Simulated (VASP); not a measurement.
# Ir (I4/mmm) in VASP: further runs

Runs on Ir. Level: PBEsol. Tasks: single point.

Program: VASP 6.6.1. These are calculated values, not measurements. Logs are shortened: lines on timing, memory, paths and dates and some standing lists are left out, and cuts for length are marked.

**1. The cell of the first run**

Symmetry: I4/mmm, No. 139, tetragonal system. The conventional cell has a = 2.715 Å, b = 2.715 Å, c = 3.820 Å, α = 90.00°, β = 90.00°, γ = 90.00°. Within 3.6 Å of Ir (site symmetry 4/mmm) lie 12 Ir at 2.71 Å.

**2. Single point, PBEsol (strain -0.0050 x Voigt [0, 1, 0, 0, 0, 0])**

File INCAR:

```
PREC = Accurate ; ENCUT = 560
EDIFF = 1E-6 ; ISMEAR = 0
SIGMA = 0.15 ; LREAL = False
LASPH = True ; NELM = 120
ALGO = Normal ; ISIF = 2
LWAVE = False ; LCHARG = False
GGA = PS ; NBANDS = 14
GGA_COMPAT = False
```

File KPOINTS:

```
Automatic mesh
0
Gamma
  22 22 22
```

File POSCAR:

```
Ir
1.0
    0.0000000000      1.9101015000      1.9197000000
    1.9197000000      0.0000000000      1.9197000000
    1.9197000000      1.9101015000      0.0000000000
Ir
1
Direct
    0.0000000000      0.0000000000      0.0000000000
```

Potentials or basis: VASP PAW PBE potentials, release 64 (Ir_sv_GW).

Command:

```
$ cat potpaw_PBE.64/Ir_sv_GW/POTCAR > POTCAR
$ mpirun -np 1 vasp_std > vasp.out
```

OUTCAR:

```text
PREC = Accurate
   ENCUT = 560
   EDIFF = 1E-6
   ISMEAR = 0
   LREAL = False
   LASPH = True
   NELM = 120
   ISIF = 2
   GGA = PS

 ion  position               nearest neighbor table
   1  0.000  0.000  0.000-

  LATTYP: Found a body centered tetragonal cell.
 ALAT       =     2.7148657757
 C/A-ratio  =     1.4071424946

  Lattice vectors:

 A1 = (   0.0000000000,  -1.9101015000,   1.9197000000)
 A2 = (   0.0000000000,  -1.9101015000,  -1.9197000000)
 A3 = (   1.9197000000,   1.9101015000,   0.0000000000)

Analysis of symmetry for initial positions (statically):
=====================================================================
 Subroutine PRICEL returns:
 Original cell was already a primitive cell.

 Routine SETGRP: Setting up the symmetry group for a
 body centered tetragonal supercell.

 Subroutine GETGRP returns: Found 16 space group operations
 (whereof 16 operations were pure point group operations)
 out of a pool of 16 trial point group operations.

The static configuration has the point symmetry D_4h.

Analysis of symmetry for dynamics (positions and initial velocities):
=====================================================================
 Subroutine PRICEL returns:
 Original cell was already a primitive cell.

 Routine SETGRP: Setting up the symmetry group for a
 body centered tetragonal supercell.

 Subroutine GETGRP returns: Found 16 space group operations
 (whereof 16 operations were pure point group operations)
 out of a pool of 16 trial point group operations.

The dynamic configuration has the point symmetry D_4h.

 Subroutine INISYM returns: Found 16 space group operations
 (whereof 16 operations are pure point group operations),
 and found     1 'primitive' translations

----------------------------------------------------------------------------------------

                                     Primitive cell

  volume of cell :      14.0784

  direct lattice vectors                    reciprocal lattice vectors
     0.000000000  1.910101500  1.919700000    -0.260457363  0.261766194  0.260457363
     1.919700000  0.000000000  1.919700000     0.260457363 -0.261766194  0.260457363
     1.919700000  1.910101500  0.000000000     0.260457363  0.261766194 -0.260457363

  length of vectors
     2.708087116  2.714865776  2.708087116     0.451882304  0.451882304  0.451882304

  position of ions in fractional coordinates (direct lattice)
     0.000000000  0.000000000  0.000000000
[... 84 lines left out ...]
   POTIM  = 0.5000    time-step for ionic-motion
   TEBEG  =    0.0;   TEEND  =   0.0 temperature during run
   PSTRESS=    0.0 pullay stress
   NELECT =      17.0000    total number of electrons
   NUPDOWN=      -1.0000    fix difference up-down
   EMIN   =  10.00;   EMAX   =-10.00  energy-range for DOS
   EFERMI =   0.00;   METHOD = LEGACY
   ISMEAR =     0;   SIGMA  =   0.15  broadening in eV -4-tet -1-fermi 0-gaus
   EFERMI_NEDOS =   21; number of points for ismear=-14 and -15
   IALGO  =     38    algorithm
   IMIX   =      4    mixing-type and parameters
     AMIX     =   0.40;   BMIX     =  1.00
     AMIX_MAG =   1.60;   BMIX_MAG =  1.00
  volume/ion in A,a.u.               =      14.08        95.01
  Fermi-wavevector in a.u.,A,eV,Ry     =   1.743305  3.294369 41.349641  3.039113
  Thomas-Fermi vector in A             =   2.815403
   LORBIT       =      0    0 simple, 1 ext, 2 COOP (PROOUT), +10 PAW based schemes
   GGA     = PS    functional components
   LHFCALC =     F    Hartree Fock is set to
   AEXX    =    0.0000 exact exchange contribution
   IVDW    =     0    specifies the selected vdW correction
   LEPSILON=     F    determine dielectric tensor
   LRPA    =     F    only Hartree local field effects (RPA)
 non-spin polarized calculation
 Gauss-broadening in eV      SIGMA  =   0.15
  energy-cutoff  :      560.00
  volume of cell :       14.08
 maximum number of plane-waves:       444
 NGX is ok and might be reduce to    24
   NGX = 11   NGY = 11   NGZ = 11

 number of electron      17.0000000 magnetization

 Free energy of the ion-electron system (eV)
  ---------------------------------------------------
  ext. energy  EPLUGINS =         0.00000000
  ---------------------------------------------------
  free energy    TOTEN  =       -10.40086402 eV

  energy without entropy =      -10.38877829  energy(sigma->0) =      -10.39482115

 E-fermi :  12.8010     XC(G=0): -14.7375

 val. band max:       12.8000225941   @ k =   0.4091   0.1818   0.0455
 cond. band min:      12.8011620054   @ k =   0.4545   0.0000   0.3636
 fundamental gap:      0.0011394112
 Fermi energy:        12.8010354017

 k-point     1 :       0.0000    0.0000    0.0000
  band No.  band energies     occupation
      1     -80.2114      2.00000
      2     -36.5902      2.00000
      3     -36.5902      2.00000
      4     -36.5859      2.00000
      5       1.6048      2.00000
      6       8.8829      2.00000
      7       8.8829      2.00000
      8       8.9488      2.00000
      9      11.5933      2.00000
     10      11.6808      2.00000
     11      26.4045      0.00000
     12      31.8811      0.00000
     13      31.8811      0.00000
     14      32.0420      0.00000
[... 377 lines left out ...]
      1     -80.1450      2.00000
      2     -37.3784      2.00000
      3     -36.7176      2.00000
      4     -36.6992      2.00000
      5       4.7283      2.00000
      6       8.7253      2.00000
      7       8.8975      2.00000
      8      11.4988      2.00000
      9      13.6062      0.00000
     10      14.1943      0.00000
     11      20.2922      0.00000
     12      26.2761      0.00000
     13      31.7311      0.00000
     14      32.1874      0.00000

 [... further k-points ...]

------------------------ aborting loop because EDIFF is reached ----------------------------------------

  FORCE on cell =-STRESS in cart. coord.  units (eV):
  Direction    XX          YY          ZZ          XY          YZ          ZX
  --------------------------------------------------------------------------------------
  -------------------------------------------------------------------------------------
  Total       -0.2823749     -0.1167362     -0.2823749      0.0000000     -0.0000000      0.0000000
  in kB      -32.1353817    -13.2850486    -32.1353817      0.0000000     -0.0000000      0.0000000
  external PRESSURE =     -25.8519373 kB  Pullay stress =       0.0000000 kB

 VOLUME and BASIS-vectors are now :
 -----------------------------------------------------------------------------
  energy-cutoff  :      560.00
  volume of cell :       14.08
      direct lattice vectors                 reciprocal lattice vectors
     0.000000000  1.910101500  1.919700000    -0.260457363  0.261766194  0.260457363
     1.919700000  0.000000000  1.919700000     0.260457363 -0.261766194  0.260457363
     1.919700000  1.910101500  0.000000000     0.260457363  0.261766194 -0.260457363

 POSITION                                       TOTAL-FORCE (eV/Angst)
 -----------------------------------------------------------------------------------
      0.00000      0.00000      0.00000         0.000000      0.000000     -0.000000
 -----------------------------------------------------------------------------------
    total drift:                                0.000000      0.000000      0.000000

  FREE ENERGIE OF THE ION-ELECTRON SYSTEM (eV)
  ---------------------------------------------------
  free  energy   TOTEN  =       -10.4008640176 eV

  energy  without entropy=      -10.3887782915  energy(sigma->0) =      -10.39482115
```

OSZICAR:

```text
N       E                     dE             d eps       ncg     rms          rms(c)
DAV:   1     0.117500366561E+03    0.11750E+03   -0.11863E+04 23980   0.133E+03
DAV:   2    -0.987688040550E+01   -0.12738E+03   -0.12219E+03 29472   0.406E+02
DAV:   3    -0.116444530426E+02   -0.17676E+01   -0.17622E+01 25734   0.454E+01
DAV:   4    -0.116471393585E+02   -0.26863E-02   -0.26862E-02 27840   0.218E+00
DAV:   5    -0.116471448597E+02   -0.55012E-05   -0.55008E-05 25890   0.933E-02    0.748E+01
DAV:   6    -0.105124540767E+02    0.11347E+01   -0.15080E+00 24486   0.131E+01    0.406E+01
DAV:   7    -0.104210328164E+02    0.91421E-01   -0.45680E-01 26682   0.669E+00    0.736E+00
DAV:   8    -0.104010131379E+02    0.20020E-01   -0.72835E-02 23532   0.335E+00    0.902E-01
DAV:   9    -0.104010043124E+02    0.88255E-05   -0.87346E-04 26322   0.357E-01    0.307E-01
DAV:  10    -0.104008651036E+02    0.13921E-03   -0.23878E-04 25608   0.225E-01    0.253E-01
DAV:  11    -0.104008639239E+02    0.11796E-05   -0.61757E-06 26616   0.324E-02    0.498E-02
DAV:  12    -0.104008640176E+02   -0.93686E-07   -0.20261E-07 12420   0.503E-03
   1 F= -.10400864E+02 E0= -.10394821E+02  d E =-.120857E-01
```

stdout:

```text
POSCAR found type information on POSCAR Ir
 POSCAR found :  1 types and       1 ions
 scaLAPACK will be used
 -----------------------------------------------------------------------------
|                                                                             |
|                                                                             |
|     You enforced a specific xc type in the INCAR file but a different       |
|     I HOPE YOU KNOW WHAT YOU ARE DOING!                                     |
|                                                                             |
 -----------------------------------------------------------------------------

 LDA part: xc-table for (Slater+PW92), standard interpolation
 POSCAR, INCAR and KPOINTS ok, starting setup
 FFT: planning ... GRIDC
 FFT: planning ... GRID_SOFT
 FFT: planning ... GRID
 WAVECAR not read
 entering main loop
```

It took 50 s on 1 thread of Intel Xeon 6975P-C (Granite Rapids), shared host; peak memory 0.31 GiB.

Results:

| Property | Result |
| --- | --- |
| Free energy | -10.4009 eV |
| Pressure | -2.6 GPa |
| Band gap on the k mesh | zero (an odd number of electrons rules out a gap without spin polarisation) |

Levels at points of the mesh, in eV from the Fermi level:
| k point | band 5 | band 6 | band 7 | band 8 | band 9 | band 10 | band 11 | band 12 |
| --- | --- | --- | --- | --- | --- | --- | --- | --- |
| (0.00, 0.00, 0.00) | -11.20 | -3.92 | -3.92 | -3.85 | -1.21 | -1.12 | 13.60 | 19.08 |
| (0.50, 0.00, 0.00) | -8.15 | -4.03 | -3.96 | -0.79 | 0.93 | 0.97 | 7.32 | 13.26 |
| (0.50, 0.50, 0.00) | -7.96 | -7.38 | 0.93 | 1.50 | 1.56 | 1.64 | 10.54 | 11.49 |
| (0.50, 0.00, 0.50) | -7.96 | -7.39 | 0.92 | 1.54 | 1.54 | 1.75 | 10.68 | 11.43 |

Caveat: the cell differs from its parent crystal (strain -0.0050 x Voigt [0, 1, 0, 0, 0, 0]); the PAW data sets were made with another functional, which shifts forces and pressure a little; spin-orbit coupling is left out, which moves the levels of the heavy elements.

**3. Single point, PBEsol (strain -0.0100 x Voigt [0, 1, 0, 0, 0, 0])**

File INCAR:

```
PREC = Accurate
ENCUT = 560
EDIFF = 1E-6
ISMEAR = 0
SIGMA = 0.15
LREAL = False
LASPH = True
NELM = 120
ALGO = Normal
ISIF = 2
LWAVE = False
LCHARG = False
GGA = PS
NBANDS = 14
GGA_COMPAT = False
```

File KPOINTS:

```
regular mesh
0
Gamma
  22 22 22
```

File POSCAR:

```
Ir
1.0
    0.0000000000      1.9005030000      1.9197000000
    1.9197000000      0.0000000000      1.9197000000
    1.9197000000      1.9005030000      0.0000000000
Ir
1
Direct
    0.0000000000      0.0000000000      0.0000000000
```

Potentials or basis: VASP PAW PBE potentials, release 64 (Ir_sv_GW).

Command:

```
$ cat potpaw_PBE.64/Ir_sv_GW/POTCAR > POTCAR
$ mpirun -np 1 vasp_std > vasp.out
```

It took 79 s on 1 thread of Intel Xeon Platinum 8375C at 2.90GHz (Ice Lake), shared host; peak memory 0.31 GiB.

Results (log left out):

```yaml
Free_energy: -10.4000 eV
Pressure: -0.6 GPa
Band_gap_on_the_k_mesh: zero (an odd number of electrons rules out a gap without spin polarisation)
```

Stress tensor (GPa, compression positive):
```
-1.90  0.00  0.00
 0.00  1.93  0.00
 0.00  0.00 -1.90
```

Levels at points of the mesh, in eV from the Fermi level:
| k point | band 4 | band 5 | band 6 | band 7 | band 8 | band 9 | band 10 | band 11 | band 12 | band 13 |
| --- | --- | --- | --- | --- | --- | --- | --- | --- | --- | --- |
| (0.00, 0.00, 0.00) | -49.39 | -11.25 | -3.97 | -3.97 | -3.84 | -1.26 | -1.08 | 13.59 | 19.04 | 19.04 |
| (0.50, 0.00, 0.00) | -49.51 | -8.21 | -4.10 | -3.96 | -0.80 | 0.92 | 1.00 | 7.38 | 13.24 | 19.10 |
| (0.50, 0.50, 0.00) | -49.69 | -8.02 | -7.43 | 0.94 | 1.48 | 1.61 | 1.61 | 10.56 | 11.51 | 11.64 |
| (0.50, 0.00, 0.50) | -49.72 | -8.01 | -7.45 | 0.93 | 1.55 | 1.55 | 1.82 | 10.84 | 11.40 | 11.40 |

Caveat: the cell differs from its parent crystal (strain -0.0100 x Voigt [0, 1, 0, 0, 0, 0]); the PAW data sets were made with another functional, which shifts forces and pressure a little; spin-orbit coupling is left out, which moves the levels of the heavy elements.

**4. Single point, PBEsol (strain -0.0150 x Voigt [0, 1, 0, 0, 0, 0])**

File INCAR:

```
PREC     = Accurate       # precision mode
ENCUT    = 560            # plane-wave cutoff, eV
EDIFF    = 1E-6           # SCF threshold, eV
ISMEAR   = 0              # smearing method
SIGMA    = 0.15           # smearing width, eV
LREAL    = False          # projectors in reciprocal space
LASPH    = True           # aspherical terms in the spheres
NELM     = 120            # most SCF steps
ALGO     = Normal         # electronic algorithm
ISIF     = 2              # what is computed and relaxed
LWAVE    = False          # write WAVECAR
LCHARG   = False          # write CHGCAR
GGA      = PS             # functional
NBANDS   = 14             # bands
GGA_COMPAT= False
```

File KPOINTS:

```
Automatic mesh
0
Gamma
  22 22 22
```

File POSCAR:

```
Ir
1.0
    0.0000000000      1.8909045000      1.9197000000
    1.9197000000      0.0000000000      1.9197000000
    1.9197000000      1.8909045000      0.0000000000
Ir
1
Direct
    0.0000000000      0.0000000000      0.0000000000
```

Command:

```
$ cat potpaw_PBE.64/Ir_sv_GW/POTCAR > POTCAR
$ mpirun -np 1 vasp_std > vasp.out
```

Wall time 2.3 min (1 thread of Intel Xeon Platinum 8259CL at 2.50GHz (Skylake/Cascade Lake), shared host); peak memory 0.31 GiB.

It converged, with:

| Quantity | Value |
| --- | --- |
| Free energy | -10.3976 eV |
| Pressure | 1.4 GPa |
| Band gap on the k mesh | zero (an odd number of electrons rules out a gap without spin polarisation) |

Stress tensor (GPa, compression positive):
```
-0.53  0.00  0.00
 0.00  5.29  0.00
 0.00  0.00 -0.53
```

Levels at points of the mesh, in eV from the Fermi level:
```tsv
k point	band 5	band 6	band 7	band 8	band 9	band 10	band 11	band 12
(0.00, 0.00, 0.00)	-11.30	-4.02	-4.02	-3.82	-1.32	-1.05	13.58	19.00
(0.50, 0.00, 0.00)	-8.26	-4.17	-3.95	-0.81	0.91	1.03	7.43	13.23
(0.50, 0.50, 0.00)	-8.09	-7.49	0.95	1.45	1.57	1.65	10.59	11.53
(0.50, 0.00, 0.50)	-8.07	-7.51	0.93	1.57	1.57	1.89	11.01	11.36
```

Caveat: the cell differs from its parent crystal (strain -0.0150 x Voigt [0, 1, 0, 0, 0, 0]); the stress differs along the axes, from -1 to 5 GPa; the PAW data sets were made with another functional, which shifts forces and pressure a little; spin-orbit coupling is left out, which moves the levels of the heavy elements.

**5. The runs side by side**

| cell | gap on the mesh (eV) | pressure (GPa) |
| --- | --- | --- |
| a = 2.708, b = 2.715 Å, angles 59.9, 60.2, 59.9°, 1 atom | none | -2.6 |
| a = 2.701, b = 2.715 Å, angles 59.8, 60.3, 59.8°, 1 atom | none | -0.6 |
| a = 2.695, b = 2.715 Å, angles 59.8, 60.5, 59.8°, 1 atom | none | 1.4 |

Alike in all rows: task single point; level PBEsol; potentials or basis VASP PAW PBE potentials, release 64 (Ir_sv_GW); no spin polarisation; k mesh 22 × 22 × 22; cutoff (eV) 560; smearing gaussian 0.15 eV.

Caveats: the PAW data sets were made with another functional, which shifts forces and pressure a little; spin-orbit coupling is left out, which moves the levels of the heavy elements; the stress differs along the axes, from -1 to 5 GPa (at least some runs).

Total energies depend on the potentials used, so only differences within one code and one set of settings carry meaning.
